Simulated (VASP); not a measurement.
## Ta: single point with PBE

Ta:

```
Ta
1.0
    -1.67301    1.67301    1.67301
     1.67301   -1.67301    1.67301
     1.67301    1.67301   -1.67301
Ta
1
Direct
  0.00000 0.00000 0.00000
```

```yaml
Program: VASP 6.6.1
Task: single point
Functional: PBE
Potentials_or_basis: VASP PAW PBE potentials, release 64 (Ta_pv)
Cutoff: 520 eV
k_mesh: 10 × 10 × 10
Occupations: fermi-dirac, width 0.15 eV
Spin: no spin polarisation
```

```json
{"Pressure": "-3.6 GPa"}
```

Levels at points of the mesh, in eV from the Fermi level:
```csv
k point,band 3,band 4,band 5,band 6,band 7,band 8
"(0.00, 0.00, 0.00)",-33.27,-7.80,0.70,0.70,0.70,3.83
"(0.50, 0.00, 0.00)",-33.27,-4.24,-1.47,1.38,3.69,4.67
"(0.50, 0.50, 0.50)",-33.99,-3.61,-3.61,6.48,6.48,6.48
```

Wall time 5.8 s on 1 thread of Intel Xeon 6975P-C (shared host), peak memory 0.14 GiB.

Caveat: spin-orbit coupling is left out, which moves the levels of the heavy elements.
